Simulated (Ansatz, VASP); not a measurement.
Two plane-wave programs on HCl

```xyz
2
Lattice="0.0000 3.4082 3.4083 1.5304 0.0000 3.4083 1.5304 3.4082 0.0000" Properties=species:S:1:pos:R:3 pbc="T T T"
H     0.0000    0.0000    0.0000
Cl    1.5304    3.4082    3.4083
```

Alike in both runs: task single point; functional LDA; k mesh 6 × 6 × 6; no spin polarisation.

|  | VASP | Ansatz |
| --- | --- | --- |
| version | VASP 6.6.1 | Ansatz 0.2.0 |
| potentials or method | VASP PAW LDA potentials, release 64 (H, Cl) | plane waves |
| plane-wave cutoff (eV) | 520 | 420 |
| occupations | gaussian, width 0.01 eV | fixed |
| valence electrons in the cell | 8 | 8 |

|  | VASP | Ansatz | Ansatz less VASP |
| --- | --- | --- | --- |
| gap on the k mesh at the Fermi level (eV) | 2.65 | 2.60 | -0.051 |
| pressure (GPa) | -0.5 | -0.3 | +0.17 |
| traceless stress, the component that is largest in VASP (GPa) | 0.29 | 0.42 | +0.133 |

LDA's correlation is that of Perdew and Zunger in VASP and of Perdew and Wang (1992) in Ansatz. Ansatz's warnings: near symmetry operations not taken.
